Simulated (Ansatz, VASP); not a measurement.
## Cd3Se2S in VASP and in Ansatz

Contents of INCAR:

```
SYSTEM = Cd3Se2S
PREC = Accurate
ENCUT = 500
EDIFF = 1E-6
ISMEAR = 0
SIGMA = 0.1
LREAL = .FALSE.
LASPH = .TRUE.
NELM = 120
ALGO = Normal
ISIF = 2
LWAVE = .FALSE.
LCHARG = .FALSE.
GGA = PE
NBANDS = 66
GGA_COMPAT = .FALSE.
```

Contents of KPOINTS:

```
regular mesh
0
G
  6 6 1
  0 0 0
```

POSCAR

```
Cd3Se2S
1.0
    4.1559756800      0.0000000000      0.0000000000
   -2.0779878400      3.5991805200      0.0000000000
    0.0000000000      0.0000000000     20.3391320400
Cd Se S
6 4 2
Direct
    0.6666666700      0.3333333300      0.1666511200
    0.6666666700      0.3333333300      0.4999844500
    0.6666666700      0.3333333300      0.8333177900
    0.3333333300      0.6666666700      0.3333177900
    0.3333333300      0.6666666700      0.6666511200
    0.3333333300      0.6666666700      0.9999844500
    0.6666666700      0.3333333300      0.9586355500
    0.3333333300      0.6666666700      0.1253022200
    0.3333333300      0.6666666700      0.4586355500
    0.3333333300      0.6666666700      0.7919688800
    0.6666666700      0.3333333300      0.2919688800
    0.6666666700      0.3333333300      0.6253022200
```

Input for Ansatz:

```yaml
crystal:
  lattice:
    - [4.15597568, 0.0, 0.0]
    - [-2.07798784, 3.59918052, 0.0]
    - [0.0, 0.0, 20.33913204]
  atoms:
    - { symbol: Cd, position: [0.66666667, 0.33333333, 0.16665112] }
    - { symbol: Cd, position: [0.66666667, 0.33333333, 0.49998445] }
    - { symbol: Cd, position: [0.66666667, 0.33333333, 0.83331779] }
    - { symbol: Cd, position: [0.33333333, 0.66666667, 0.33331779] }
    - { symbol: Cd, position: [0.33333333, 0.66666667, 0.66665112] }
    - { symbol: Cd, position: [0.33333333, 0.66666667, 0.99998445] }
    - { symbol: Se, position: [0.66666667, 0.33333333, 0.95863555] }
    - { symbol: Se, position: [0.33333333, 0.66666667, 0.12530222] }
    - { symbol: Se, position: [0.33333333, 0.66666667, 0.45863555] }
    - { symbol: Se, position: [0.33333333, 0.66666667, 0.79196888] }
    - { symbol: S, position: [0.66666667, 0.33333333, 0.29196888] }
    - { symbol: S, position: [0.66666667, 0.33333333, 0.62530222] }
basis:
  ecutwfc: 420
kpoints:
  mp_grid: { grid: [6, 6, 1] }
hamiltonian:
  xc: pbe
scf:
  occupations: { method: gaussian, width: 0.1 }
  lower_state_search: "off"
output:
  forces: true
  stress: true
  eigenvalues: true
```

Alike in both runs: task single point; functional PBE; k mesh 6 × 6 × 1; occupations gaussian, width 0.1 eV; no spin polarisation.

```csv
,VASP,Ansatz
version,VASP 6.6.1,Ansatz 0.2.0
potentials or method,"VASP PAW PBE potentials, release 64 (Cd, Se, S), cutoff 500 eV","scalar-relativistic, plane waves, PAW"
valence electrons in the cell,108,196
```

Ansatz gave:

| Quantity | Value |
| --- | --- |
| gap on the k mesh at the Fermi level (eV) | 0.95 |
| least direct gap on the mesh (eV) | 0.95 |
| pressure (GPa) | 7.4 |
| traceless stress, the component that is largest in VASP (GPa) | -0.07 |
| rms of the force components (eV/Å) | 0.212 |

Q: Estimate VASP's values.

A: gap on the k mesh at the Fermi level (eV): 0.95; least direct gap on the mesh (eV): 0.95; pressure (GPa): 7.9; traceless stress, the component that is largest in VASP (GPa): -0.07; rms of the force components (eV/Å): 0.216.

Atom by atom the forces differ by 0.005 eV/Å (rms over components). With one functional, cell and mesh, what is left measures potentials, basis and numerics. VASP's potentials hold 108 valence electrons a cell and Ansatz's 196, so a difference there can come from the potentials and not from the codes.
